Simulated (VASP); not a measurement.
# Ti (Fm-3m) in VASP: notebook, part 2 of 2

VASP 6.6.1. The steps go on from the part before.

**4. Single point, r2SCAN (19.48 Å³/atom)**

This run uses another cell than the first one, of 19.48 Å³/atom.

Input file POSCAR:

```
Ti
1.0
    0.0000000000      2.1355246582      2.1355246582
    2.1355246582      0.0000000000      2.1355246582
    2.1355246582      2.1355246582      0.0000000000
Ti
1
Direct
    0.0000000000      0.0000000000      0.0000000000
```

Input file INCAR.step1:

```
SYSTEM = Ti
ALGO = Normal ; EDIFF = 1E-4
ENCUT = 520 ; GGA = PE
ISMEAR = -1 ; LASPH = .TRUE.
LCHARG = .FALSE. ; LREAL = .FALSE.
LWAVE = .TRUE. ; NBANDS = 12
NELM = 60 ; PREC = Accurate
SIGMA = 0.1
```

Input file INCAR.step2:

```
SYSTEM = Ti
ALGO = Normal ; EDIFF = 1E-6
ENCUT = 520 ; ISIF = 2
ISMEAR = -1 ; ISTART = 1
LASPH = .TRUE. ; LCHARG = .FALSE.
LMIXTAU = .TRUE. ; LREAL = .FALSE.
LWAVE = .FALSE. ; METAGGA = R2SCAN
NBANDS = 12 ; NELM = 60
PREC = Accurate ; SIGMA = 0.1
```

Input file KPOINTS:

```
k-points
0
G
  15 15 15
  0 0 0
```

Potentials or basis: VASP PAW PBE potentials, release 64 (Ti_sv).

The run is started by

```console
cat potpaw_PBE.64/Ti_sv/POTCAR > POTCAR
cp INCAR.step1 INCAR
mpirun -np 1 vasp_std > vasp.out
cp INCAR.step2 INCAR
mpirun -np 1 vasp_std > vasp.out
```

OUTCAR:

```text
SYSTEM = Ti
   EDIFF = 1E-6
   ENCUT = 520
   ISIF = 2
   ISMEAR = -1
   ISTART = 1
   LASPH = .TRUE.
   LREAL = .FALSE.
   METAGGA = R2SCAN
   NELM = 60
   PREC = Accurate

 ion  position               nearest neighbor table
   1  0.000  0.000  0.000-

  LATTYP: Found a face centered cubic cell.
 ALAT       =     4.2710493164

  Lattice vectors:

 A1 = (   0.0000000000,   2.1355246582,   2.1355246582)
 A2 = (   2.1355246582,   0.0000000000,   2.1355246582)
 A3 = (   2.1355246582,   2.1355246582,   0.0000000000)

Analysis of symmetry for initial positions (statically):
=====================================================================
 Subroutine PRICEL returns:
 Original cell was already a primitive cell.

 Routine SETGRP: Setting up the symmetry group for a
 face centered cubic supercell.

 Subroutine GETGRP returns: Found 48 space group operations
 (whereof 48 operations were pure point group operations)
 out of a pool of 48 trial point group operations.

The static configuration has the point symmetry O_h .

Analysis of symmetry for dynamics (positions and initial velocities):
=====================================================================
 Subroutine PRICEL returns:
 Original cell was already a primitive cell.

 Routine SETGRP: Setting up the symmetry group for a
 face centered cubic supercell.

 Subroutine GETGRP returns: Found 48 space group operations
 (whereof 48 operations were pure point group operations)
 out of a pool of 48 trial point group operations.

The dynamic configuration has the point symmetry O_h .

 Subroutine INISYM returns: Found 48 space group operations
 (whereof 48 operations are pure point group operations),
 and found     1 'primitive' translations

----------------------------------------------------------------------------------------

                                     Primitive cell

  volume of cell :      19.4780

  direct lattice vectors                    reciprocal lattice vectors
     0.000000000  2.135524658  2.135524658    -0.234134501  0.234134501  0.234134501
     2.135524658  0.000000000  2.135524658     0.234134501 -0.234134501  0.234134501
     2.135524658  2.135524658  0.000000000     0.234134501  0.234134501 -0.234134501

  length of vectors
     3.020087934  3.020087934  3.020087934     0.405532851  0.405532851  0.405532851

  position of ions in fractional coordinates (direct lattice)
     0.000000000  0.000000000  0.000000000

  ion indices of the primitive-cell ions
   primitive index   ion index
                 1           1

----------------------------------------------------------------------------------------

 KPOINTS: k-points

Automatic generation of k-mesh.
 Grid dimensions read from file:
 generate k-points for:   15   15   15

 Generating k-lattice:

  Cartesian coordinates                     Fractional coordinates (reciprocal lattice)
    -0.015608967  0.015608967  0.015608967     0.066666667  0.000000000  0.000000000
     0.015608967 -0.015608967  0.015608967     0.000000000  0.066666667  0.000000000
     0.015608967  0.015608967 -0.015608967     0.000000000  0.000000000  0.066666667

  Length of vectors
     0.027035523  0.027035523  0.027035523

  Shift w.r.t. Gamma in fractional coordinates (k-lattice)
     0.000000000  0.000000000  0.000000000

 Subroutine IBZKPT returns following result:
 ===========================================

 Found    120 irreducible k-points:

 Following reciprocal coordinates:
            Coordinates               Weight
  0.000000  0.000000  0.000000      1.000000
  0.066667  0.000000  0.000000      8.000000
  0.133333  0.000000  0.000000      8.000000
  0.200000  0.000000  0.000000      8.000000
  0.266667  0.000000  0.000000      8.000000
  0.333333  0.000000  0.000000      8.000000
[... 16 lines left out ...]
  0.133333  0.133333  0.000000      6.000000
  0.200000  0.133333  0.000000     24.000000
 [... further k-points ...]
   k-points           NKPTS =    120   k-points in BZ     NKDIM =    120   number of bands    NBANDS=     12
   number of dos      NEDOS =    301   number of ions     NIONS =      1
   total plane-waves  NPLWV =  13824
   dimension x,y,z NGX =    24 NGY =   24 NGZ =   24
   dimension x,y,z NGXF=    48 NGYF=   48 NGZF=   48
   ions per type =               1
   NGX,Y,Z   is equivalent  to a cutoff of  13.21, 13.21, 13.21 a.u.
   NGXF,Y,Z  is equivalent  to a cutoff of  26.42, 26.42, 26.42 a.u.
 SYSTEM =  Ti
   PREC   = accura    normal or accurate (medium, high low for compatibility)
   ISTART =      1    job   : 0-new  1-cont  2-samecut
   ICHARG =      0    charge: 1-file 2-atom 10-const
   ISPIN  =      1    spin polarized calculation?
   LNONCOLLINEAR =      F non collinear calculations
   LSORBIT =      F    spin-orbit coupling
   LASPH  =      T    aspherical Exc in radial PAW
   ENCUT  =  520.0 eV  38.22 Ry    6.18 a.u.   5.62  5.62  5.62*2*pi/ulx,y,z
   NELM   =     60;   NELMIN=  2; NELMDL=  0     # of ELM steps
   EDIFF  = 0.1E-05   stopping-criterion for ELM
   LREAL  =      F    real-space projection
   EDIFFG = 0.1E-04   stopping-criterion for IOM
   NSW    =      0    number of steps for IOM
   IBRION =     -1    ionic relax: 0-MD 1-quasi-New 2-CG
   NFREE  =      0    steps in history (QN), initial steepest desc. (CG)
   ISIF   =      2    stress and relaxation
   ISYM   =      2    0-nonsym 1-usesym 2-fastsym
   POTIM  = 0.5000    time-step for ionic-motion
   TEBEG  =    0.0;   TEEND  =   0.0 temperature during run
   PSTRESS=    0.0 pullay stress
   NELECT =      12.0000    total number of electrons
   NUPDOWN=      -1.0000    fix difference up-down
   EMIN   =  10.00;   EMAX   =-10.00  energy-range for DOS
   EFERMI =   0.00;   METHOD = LEGACY
   ISMEAR =    -1;   SIGMA  =   0.10  broadening in eV -4-tet -1-fermi 0-gaus
   EFERMI_NEDOS =   21; number of points for ismear=-14 and -15
   IALGO  =     38    algorithm
   IMIX   =      4    mixing-type and parameters
     AMIX     =   0.40;   BMIX     =  1.00
     AMIX_MAG =   1.60;   BMIX_MAG =  1.00
  volume/ion in A,a.u.               =      19.48       131.44
  Fermi-wavevector in a.u.,A,eV,Ry     =   1.393009  2.632406 26.401761  1.940475
  Thomas-Fermi vector in A             =   2.516697
   LORBIT       =      0    0 simple, 1 ext, 2 COOP (PROOUT), +10 PAW based schemes
   METAGGA = R2SCAN    functional components
   LHFCALC =     F    Hartree Fock is set to
   AEXX    =    0.0000 exact exchange contribution
   IVDW    =     0    specifies the selected vdW correction
   LEPSILON=     F    determine dielectric tensor
   LRPA    =     F    only Hartree local field effects (RPA)
 non-spin polarized calculation
  energy-cutoff  :      520.00
  volume of cell :       19.48
 maximum number of plane-waves:       535
   NGX = 11   NGY = 11   NGZ = 11

 number of electron      12.0000004 magnetization

 Free energy of the ion-electron system (eV)
  ---------------------------------------------------
  ext. energy  EPLUGINS =         0.00000000
  ---------------------------------------------------
  free energy    TOTEN  =       -12.83733285 eV

  energy without entropy =      -12.78026802  energy(sigma->0) =      -12.80880043

 E-fermi :   7.0605     XC(G=0): -11.8381

 val. band max:        7.0462446788   @ k =   0.4000   0.0000   0.0000
 cond. band min:       7.0713680427   @ k =  -0.2667   0.2667   0.0667
 fundamental gap:      0.0251233639
 Fermi energy:         7.0604529628

 k-point     1 :       0.0000    0.0000    0.0000
  band No.  band energies     occupation
      1     -52.2197      2.00000
      2     -27.1301      2.00000
      3     -27.1301      2.00000
      4     -27.1301      2.00000
      5       0.8669      2.00000
      6       7.9677      0.00023
      7       7.9677      0.00023
      8       7.9677      0.00023
      9       9.5304      0.00000
     10       9.5304      0.00000
     11      22.2273      0.00000
     12      26.5345      0.00000
[... 331 lines left out ...]
 k-point    24 :       0.2000    0.1333    0.0000
  band No.  band energies     occupation
      1     -52.1916      2.00000
      2     -27.2651      2.00000
      3     -27.1724      2.00000
      4     -27.1685      2.00000
      5       2.0222      2.00000
      6       7.2501      0.26104
      7       8.3690      0.00000
      8       8.4128      0.00000
      9       8.9402      0.00000
     10       9.7447      0.00000
     11      22.1675      0.00000
     12      23.1586      0.00000

 [... further k-points ...]

------------------------ aborting loop because EDIFF is reached ----------------------------------------

  FORCE on cell =-STRESS in cart. coord.  units (eV):
  Direction    XX          YY          ZZ          XY          YZ          ZX
  --------------------------------------------------------------------------------------
  -------------------------------------------------------------------------------------
  Total       -1.2308442     -1.2308442     -1.2308442     -0.0000000     -0.0000000      0.0000000
  in kB     -101.2441400   -101.2441400   -101.2441400     -0.0000000     -0.0000000      0.0000000
  external PRESSURE =    -101.2441400 kB  Pullay stress =       0.0000000 kB

 VOLUME and BASIS-vectors are now :
 -----------------------------------------------------------------------------
  energy-cutoff  :      520.00
  volume of cell :       19.48
      direct lattice vectors                 reciprocal lattice vectors
     0.000000000  2.135524658  2.135524658    -0.234134501  0.234134501  0.234134501
     2.135524658  0.000000000  2.135524658     0.234134501 -0.234134501  0.234134501
     2.135524658  2.135524658  0.000000000     0.234134501  0.234134501 -0.234134501

 POSITION                                       TOTAL-FORCE (eV/Angst)
 -----------------------------------------------------------------------------------
      0.00000      0.00000      0.00000        -0.000000      0.000000      0.000000
 -----------------------------------------------------------------------------------
    total drift:                                0.000000      0.000000     -0.000000

  FREE ENERGIE OF THE ION-ELECTRON SYSTEM (eV)
  ---------------------------------------------------
  free  energy   TOTEN  =       -12.8373328521 eV

  energy  without entropy=      -12.7802680169  energy(sigma->0) =      -12.80880043
```

OUTCAR.step1:

```text
SYSTEM = Ti
   EDIFF = 1E-4
   ENCUT = 520
   GGA = PE
   ISMEAR = -1
   LASPH = .TRUE.
   LREAL = .FALSE.
[... 575 lines left out ...]
 -----------------------------------------------------------------------------------
      0.00000      0.00000      0.00000         0.000000      0.000000      0.000000
 -----------------------------------------------------------------------------------
    total drift:                               -0.000000      0.000000      0.000000

  FREE ENERGIE OF THE ION-ELECTRON SYSTEM (eV)
  ---------------------------------------------------
  free  energy   TOTEN  =        -7.7367162742 eV

  energy  without entropy=       -7.6723029904  energy(sigma->0) =       -7.70450963
```

OSZICAR.step1:

```text
N       E                     dE             d eps       ncg     rms          rms(c)
DAV:   1     0.861357699286E+02    0.86136E+02   -0.65613E+03  2884   0.118E+03
DAV:   2    -0.442101391004E+01   -0.90557E+02   -0.88162E+02  2956   0.292E+02
DAV:   3    -0.882894407988E+01   -0.44079E+01   -0.43578E+01  4100   0.654E+01
DAV:   4    -0.892158759573E+01   -0.92644E-01   -0.92538E-01  3276   0.854E+00
DAV:   5    -0.892376953442E+01   -0.21819E-02   -0.21818E-02  3572   0.115E+00    0.758E+00
DAV:   6    -0.774855763746E+01    0.11752E+01   -0.25005E+00  3104   0.228E+01    0.190E+00
DAV:   7    -0.773197991556E+01    0.16578E-01   -0.89392E-02  3560   0.323E+00    0.121E+00
DAV:   8    -0.773659773661E+01   -0.46178E-02   -0.33103E-02  3004   0.249E+00    0.174E-01
DAV:   9    -0.773672678432E+01   -0.12905E-03   -0.43516E-03  3816   0.804E-01    0.782E-02
DAV:  10    -0.773671627421E+01    0.10510E-04   -0.22666E-04  3104   0.187E-01
   1 F= -.77367163E+01 E0= -.77045096E+01  d E =-.644133E-01
```

Run time: 2 min. Hardware: 1 thread of Intel Xeon 8259CL, shared host; peak memory 0.16 GiB.

What came out:

- Free energy: -12.8373 eV
- Pressure: -10.1 GPa
- Band gap on the k mesh: zero (bands 6 and 7 overlap by 1.17 eV)

Levels at points of the mesh, in eV from the Fermi level:
```csv
k point,band 3,band 4,band 5,band 6,band 7,band 8,band 9,band 10
"(0.00, 0.00, 0.00)",-34.19,-34.19,-6.19,0.91,0.91,0.91,2.47,2.47
```

Caveat: the cell stands under tension; the PAW data sets were made with another functional, which shifts forces and pressure a little.

**5. Single point, r2SCAN**

This run uses another cell than the first one, of 17.39 Å³/atom.

Input file POSCAR:

```
Ti
1.0
    0.0000000000      2.0563573269      2.0563573269
    2.0563573269      0.0000000000      2.0563573269
    2.0563573269      2.0563573269      0.0000000000
Ti
1
Direct
    0.0000000000      0.0000000000      0.0000000000
```

Input file INCAR.step1:

```
PREC = Accurate
ENCUT = 520
ISMEAR = -1
SIGMA = 0.1
LREAL = F
LASPH = T
NELM = 60
NBANDS = 12
GGA = PE
ALGO = Normal
EDIFF = 1E-4
LWAVE = T
LCHARG = F
```

Input file INCAR.step2:

```
PREC = Accurate
ENCUT = 520
EDIFF = 1E-6
ISMEAR = -1
SIGMA = 0.1
LREAL = F
LASPH = T
NELM = 60
ALGO = Normal
ISIF = 2
LWAVE = F
LCHARG = F
METAGGA = R2SCAN
LMIXTAU = T
NBANDS = 12
ISTART = 1
```

Input file KPOINTS:

```
Automatic mesh
0
Gamma
  22 22 22
```

Potentials or basis: VASP PAW PBE potentials, release 64 (Ti_sv).

The run is started by

```console
cat potpaw_PBE.64/Ti_sv/POTCAR > POTCAR
cp INCAR.step1 INCAR
mpirun -np 1 vasp_std > vasp.out
cp INCAR.step2 INCAR
mpirun -np 1 vasp_std > vasp.out
```

OUTCAR:

```text
PREC = Accurate
   ENCUT = 520
   EDIFF = 1E-6
   ISMEAR = -1
   LREAL = F
   LASPH = T
   NELM = 60
   ISIF = 2
   METAGGA = R2SCAN
   ISTART = 1

 ion  position               nearest neighbor table
   1  0.000  0.000  0.000-

  LATTYP: Found a face centered cubic cell.
 ALAT       =     4.1127146538

  Lattice vectors:

 A1 = (   0.0000000000,   2.0563573269,   2.0563573269)
 A2 = (   2.0563573269,   0.0000000000,   2.0563573269)
[... 537 lines left out ...]
     10      12.1703      0.00000
     11      16.8891      0.00000
     12      23.3242      0.00000

 [... further k-points ...]

------------------------ aborting loop because EDIFF is reached ----------------------------------------

  FORCE on cell =-STRESS in cart. coord.  units (eV):
  Direction    XX          YY          ZZ          XY          YZ          ZX
  --------------------------------------------------------------------------------------
  -------------------------------------------------------------------------------------
  Total        0.0414684      0.0414684      0.0414684     -0.0000000     -0.0000000      0.0000000
  in kB        3.8203441      3.8203441      3.8203441     -0.0000000     -0.0000000      0.0000000
  external PRESSURE =       3.8203441 kB  Pullay stress =       0.0000000 kB

 VOLUME and BASIS-vectors are now :
 -----------------------------------------------------------------------------
  energy-cutoff  :      520.00
  volume of cell :       17.39
      direct lattice vectors                 reciprocal lattice vectors
     0.000000000  2.056357327  2.056357327    -0.243148403  0.243148403  0.243148403
     2.056357327  0.000000000  2.056357327     0.243148403 -0.243148403  0.243148403
     2.056357327  2.056357327  0.000000000     0.243148403  0.243148403 -0.243148403

 POSITION                                       TOTAL-FORCE (eV/Angst)
 -----------------------------------------------------------------------------------
      0.00000      0.00000      0.00000         0.000000      0.000000      0.000000
 -----------------------------------------------------------------------------------
    total drift:                                0.000000      0.000000      0.000000

  FREE ENERGIE OF THE ION-ELECTRON SYSTEM (eV)
  ---------------------------------------------------
  free  energy   TOTEN  =       -12.9054226113 eV

  energy  without entropy=      -12.8540897139  energy(sigma->0) =      -12.87975616
```

OUTCAR.step1:

```text
PREC = Accurate
   ENCUT = 520
   ISMEAR = -1
   LREAL = F
   LASPH = T
   NELM = 60
[... 574 lines left out ...]

 POSITION                                       TOTAL-FORCE (eV/Angst)
 -----------------------------------------------------------------------------------
      0.00000      0.00000      0.00000         0.000000      0.000000     -0.000000
 -----------------------------------------------------------------------------------
    total drift:                                0.000000      0.000000     -0.000000

  FREE ENERGIE OF THE ION-ELECTRON SYSTEM (eV)
  ---------------------------------------------------
  free  energy   TOTEN  =        -7.8064038242 eV

  energy  without entropy=       -7.7495803505  energy(sigma->0) =       -7.77799209
```

Wall time 5 min (1 thread of Intel Xeon 8259CL, shared host); peak memory 0.2 GiB.

Results:

```
Free energy            : -12.9054 eV
Pressure               : 0.4 GPa
Band gap on the k mesh : zero (bands 6 and 7 overlap by 1.48 eV)
```

Levels at points of the mesh, in eV from the Fermi level:
```
           k point  band 4  band 5  band 6  band 7  band 8  band 9
(0.00, 0.00, 0.00)  -33.85   -6.47    1.00    1.00    1.00    2.80
(0.50, 0.00, 0.00)  -33.94   -2.71    0.44    0.93    0.93    3.83
(0.50, 0.50, 0.00)  -34.09   -2.65   -1.77    2.80    3.89    4.06
```

Caveat: the PAW data sets were made with another functional, which shifts forces and pressure a little.

**6. Overview**

| cell | k mesh | gap on the mesh (eV) | pressure (GPa) |
| --- | --- | --- | --- |
| a = 2.946 Å, angles 60.0°, 1 atom | 15 × 15 × 15 | none | -3.8 |
| a = 2.984 Å, angles 60.0°, 1 atom | 15 × 15 × 15 | none | -7.2 |
| a = 3.020 Å, angles 60.0°, 1 atom | 15 × 15 × 15 | none | -10.1 |
| a = 2.908 Å, angles 60.0°, 1 atom | 22 × 22 × 22 | none | 0.4 |

Alike in all rows: task single point; level r2SCAN; potentials or basis VASP PAW PBE potentials, release 64 (Ti_sv); no spin polarisation; cutoff (eV) 520; smearing fermi-dirac 0.1 eV.

Caveats: the PAW data sets were made with another functional, which shifts forces and pressure a little; the cell stands under tension (at least some runs).

Total energies depend on the potentials used, so only differences within one code and one set of settings carry meaning.

The gap in the log of VASP goes by the Fermi energy; the results here count the filled bands.